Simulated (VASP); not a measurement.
# Ti3H in VASP: a series of runs, part 2 of 2

VASP 6.6.1.

### Step 4. Single point, PBE

Input file INCAR:

```
SYSTEM = Ti3H
PREC = Accurate ; ENCUT = 520
EDIFF = 1E-7 ; ISMEAR = 0
SIGMA = 0.1 ; LREAL = .False.
LASPH = .True. ; NELM = 100
ALGO = Normal ; ISIF = 2
LWAVE = .False. ; LCHARG = .False.
LDIPOL = .True. ; IDIPOL = 3
DIPOL = 0.5 0.5 0.334 ; GGA = PE
NBANDS = 26
```

Input file KPOINTS:

```
Automatic mesh
0
Gamma
  10 10 1
  0 0 0
```

Input file POSCAR:

```
Ti3H
1.0
    2.8193504947      0.0000000000      0.0000000000
   -0.9397834982      2.6581091378      0.0000000000
    0.0000000000      0.0000000000     21.3259744853
Ti H
3 1
Direct
    0.5000000000      0.5000000000      0.1875646997
    0.0000000000      0.0000000000      0.2892724347
    0.5000000000      0.5000000000      0.3904147260
    0.6666666667      0.6666666667      0.4696608116
```

Potentials or basis: VASP PAW PBE potentials, release 64 (Ti_sv, H).

Launch:

```bash
cat potpaw_PBE.64/Ti_sv/POTCAR potpaw_PBE.64/H/POTCAR > POTCAR
mpirun -np 1 vasp_std > vasp.out
```

OUTCAR:

```text
SYSTEM = Ti3H
   PREC = Accurate
   ENCUT = 520
   EDIFF = 1E-7
   ISMEAR = 0
   LREAL = .False.
   LASPH = .True.
   NELM = 100
   ISIF = 2
   GGA = PE

 ion  position               nearest neighbor table
   1  0.500  0.500  0.188-   2 2.71   2 2.71
   2  0.000  0.000  0.289-   3 2.70   3 2.70   1 2.71   1 2.71
   3  0.500  0.500  0.390-   4 1.77   2 2.70   2 2.70
   4  0.667  0.667  0.470-   3 1.77

  LATTYP: Found a base centered orthorhombic cell.
 ALAT       =     3.2555055341
 B/A-ratio  =     1.4142135624
 C/A-ratio  =     6.5507412786

  Lattice vectors:

 A1 = (   2.8193504947,   0.0000000000,   0.0000000000)
 A2 = (  -0.9397834982,   2.6581091378,   0.0000000000)
 A3 = (   0.0000000000,   0.0000000000,  21.3259744853)

Analysis of symmetry for initial positions (statically):
=====================================================================
 Subroutine PRICEL returns:
 Original cell was already a primitive cell.

 Routine SETGRP: Setting up the symmetry group for a
 base centered orthorhombic supercell.

 Subroutine GETGRP returns: Found  2 space group operations
 (whereof  2 operations were pure point group operations)
 out of a pool of  8 trial point group operations.

The static configuration has the point symmetry C_1h.

Analysis of symmetry for dynamics (positions and initial velocities):
=====================================================================
 Subroutine PRICEL returns:
 Original cell was already a primitive cell.

 Routine SETGRP: Setting up the symmetry group for a
 base centered orthorhombic supercell.

 Subroutine GETGRP returns: Found  2 space group operations
 (whereof  2 operations were pure point group operations)
 out of a pool of  8 trial point group operations.

The dynamic configuration has the point symmetry C_1h.

 Subroutine INISYM returns: Found  2 space group operations
 (whereof  2 operations are pure point group operations),
 and found     1 'primitive' translations
[... 124 lines left out ...]
   GGA     = PE    functional components
   LHFCALC =     F    Hartree Fock is set to
   AEXX    =    0.0000 exact exchange contribution
   IVDW    =     0    specifies the selected vdW correction
   LEPSILON=     F    determine dielectric tensor
   LRPA    =     F    only Hartree local field effects (RPA)
 non-spin polarized calculation
 Gauss-broadening in eV      SIGMA  =   0.10
  energy-cutoff  :      520.00
  volume of cell :      159.82
 maximum number of plane-waves:      4347
 NGX is ok and might be reduce to    24
   NGX = 11   NGY = 11   NGZ = 79

 dipolmoment           0.000000      0.000000     -0.188955 electrons x Angstroem

 number of electron      36.9999990 magnetization

 dipolmoment           0.000000      0.000000      0.083483 electrons x Angstroem

 Free energy of the ion-electron system (eV)
  ---------------------------------------------------
  ext. energy  EPLUGINS =         0.00000000
  ---------------------------------------------------
  free energy    TOTEN  =       -24.65712163 eV

  energy without entropy =      -24.60976644  energy(sigma->0) =      -24.63344403

 E-fermi :  -0.7962     XC(G=0):  -4.7927

 val. band max:       -0.7963556467   @ k =   0.4000   0.1000   0.0000
 cond. band min:      -0.7932078621   @ k =  -0.3000   0.1000   0.0000
 fundamental gap:      0.0031477845
 Fermi energy:        -0.7961995007

 k-point     1 :       0.0000    0.0000    0.0000
  band No.  band energies     occupation
      1     -57.4369      2.00000
      2     -57.4100      2.00000
      3     -57.0546      2.00000
      4     -33.8857      2.00000
      5     -33.7002      2.00000
      6     -33.4731      2.00000
[... 685 lines left out ...]
     25       2.0473      0.00000
     26       2.4145      0.00000

 [... further k-points ...]

------------------------ aborting loop because EDIFF is reached ----------------------------------------

 vacuum level on the upper side and lower side of the slab       (xc-potential included)         0.976        -0.990

  FORCE on cell =-STRESS in cart. coord.  units (eV):
  Direction    XX          YY          ZZ          XY          YZ          ZX
  --------------------------------------------------------------------------------------
  -------------------------------------------------------------------------------------
  Total       -0.3835989      0.0140651      0.1424998      0.5623819      0.8829506      0.6243422
  in kB       -3.8455390      0.1410009      1.4285454      5.6378189      8.8514871      6.2589652
  external PRESSURE =      -0.7586642 kB  Pullay stress =       0.0000000 kB

 VOLUME and BASIS-vectors are now :
 -----------------------------------------------------------------------------
  energy-cutoff  :      520.00
  volume of cell :      159.82
      direct lattice vectors                 reciprocal lattice vectors
     2.819350495  0.000000000  0.000000000     0.354691622  0.125402426  0.000000000
    -0.939783498  2.658109138  0.000000000     0.000000000  0.376207277  0.000000000
     0.000000000  0.000000000 21.325974485     0.000000000  0.000000000  0.046891175

 POSITION                                       TOTAL-FORCE (eV/Angst)
 -----------------------------------------------------------------------------------
      0.93978      1.32905      4.00000        -0.018628     -0.026345      0.024811
      0.00000      0.00000      6.16902         0.116456      0.164694     -0.358062
      0.93978      1.32905      8.32597        -0.568288     -0.803681      0.628190
      1.25304      1.77207     10.01597         0.470460      0.665331     -0.294938
 -----------------------------------------------------------------------------------
    total drift:                                0.000006      0.000009     -0.000103

  FREE ENERGIE OF THE ION-ELECTRON SYSTEM (eV)
  ---------------------------------------------------
  free  energy   TOTEN  =       -24.6571216321 eV

  energy  without entropy=      -24.6097664370  energy(sigma->0) =      -24.63344403

 vacuum level on the upper side and lower side of the slab         5.439         3.374
```

OSZICAR:

```text
N       E                     dE             d eps       ncg     rms          rms(c)
DAV:   1     0.415282370673E+03    0.41528E+03   -0.20227E+04  1804   0.138E+03
DAV:   2     0.254080086123E+02   -0.38987E+03   -0.38342E+03  1736   0.439E+02
DAV:   3    -0.214006756289E+02   -0.46809E+02   -0.46028E+02  3002   0.134E+02
[... 21 lines left out ...]
DAV:  25    -0.246571090650E+02   -0.88043E-05   -0.13601E-06  2100   0.856E-03    0.488E-03
DAV:  26    -0.246571158342E+02   -0.67692E-05   -0.13646E-06  1698   0.760E-03    0.206E-03
DAV:  27    -0.246571186156E+02   -0.27814E-05   -0.17003E-07  1248   0.245E-03    0.129E-03
DAV:  28    -0.246571212772E+02   -0.26616E-05   -0.41832E-07  1580   0.331E-03    0.432E-04
DAV:  29    -0.246571215767E+02   -0.29950E-06   -0.39532E-08  1134   0.125E-03    0.483E-04
DAV:  30    -0.246571216321E+02   -0.55434E-07   -0.97713E-09   972   0.730E-04
   1 F= -.24657122E+02 E0= -.24633444E+02  d E =-.473552E-01
```

It took 4.3 min on 1 thread of Intel Xeon Platinum 8488C (Sapphire Rapids), shared host; peak memory 0.34 GiB.

Results:

| Item | Value |
| --- | --- |
| Free energy | -24.6571 eV |
| Largest force | 1.168 eV/Å |
| Band gap on the k mesh | zero (an odd number of electrons rules out a gap without spin polarisation) |

Forces in eV/Å, atoms in the order of the input:
```
Ti  -0.019 -0.026  0.025
Ti   0.116  0.165 -0.358
Ti  -0.568 -0.804  0.628
H    0.470  0.665 -0.295
```

### Step 5. Summary

```tsv
cell	gap on the mesh (eV)	largest force (eV/Å)
as given, atomic positions A	none	1.82
as given, atomic positions B	none	0.46
as given, atomic positions C	none	1.17
```

Alike in all rows: task single point; level PBE; potentials or basis VASP PAW PBE potentials, release 64 (Ti_sv, H); no spin polarisation; k mesh 10 × 10 × 1; cutoff (eV) 520; smearing gaussian 0.1 eV.

Absolute energies hang on the potentials; compare differences alone.
